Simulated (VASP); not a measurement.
Set up this calculation in VASP 6.6.1, as the native input.

* Task: single point
* Functional: PBEsol
* Potentials or basis: VASP PAW PBE potentials, release 64 (Ba_sv, Ti_sv, O)
* Cutoff: 520 eV
* k mesh: 8 × 8 × 8
* Occupations: gaussian, width 0.05 eV
* Spin: no spin polarisation
* Dipole correction: no
* Further INCAR settings: ALGO = Normal; EDIFF = 1e-06; NBANDS = 28

The structure of BaTiO3 lies in POSCAR:

```
BaTiO3
1.0
    3.9243397146      0.0000000000      0.0000000000
    0.0000000000      2.7846367828      2.7859845923
    0.0000000000     -2.7846367828      2.7859845923
Ba Ti O
1 1 3
Direct
    0.0000000000      0.0031245032      0.0031245032
    0.5000000000      0.5106926878      0.5106926878
    0.0000000000      0.4950060550      0.4950060550
    0.5000000000      0.4955765092      0.9924802448
    0.5000000000      0.9924802448      0.4955765092
```

One way to write it, as run:

INCAR

```
PREC = Accurate
ENCUT = 520
EDIFF = 1E-6
ISMEAR = 0
SIGMA = 0.05
LREAL = False
LASPH = True
NELM = 60
ALGO = Normal
ISIF = 2
LWAVE = False
LCHARG = True
GGA = PS
LELF = True
LVHAR = True
NBANDS = 28
```

KPOINTS

```
Automatic mesh
0
Gamma
  8 8 8
```

Potentials or basis: VASP PAW PBE potentials, release 64 (Ba_sv, Ti_sv, O).

Command:

```sh
$ cat potpaw_PBE.64/Ba_sv/POTCAR potpaw_PBE.64/Ti_sv/POTCAR potpaw_PBE.64/O/POTCAR > POTCAR
$ mpirun -np 1 vasp_std > vasp.out
```

It gave:

* Pressure: 8.1 GPa
* Largest force: 0.027 eV/Å
* Band gap on the k mesh: 1.91 eV (least direct gap 2.07 eV)

Caveat: the cell stands under pressure; the PAW data sets were made with another functional, which shifts forces and pressure a little; spin-orbit coupling is left out, which moves the levels of the heavy elements.

It took 2.3 min on 1 thread of Intel(R) Xeon(R) Platinum 8488C (Sapphire Rapids), on a shared host, peak memory 0.3 GiB.
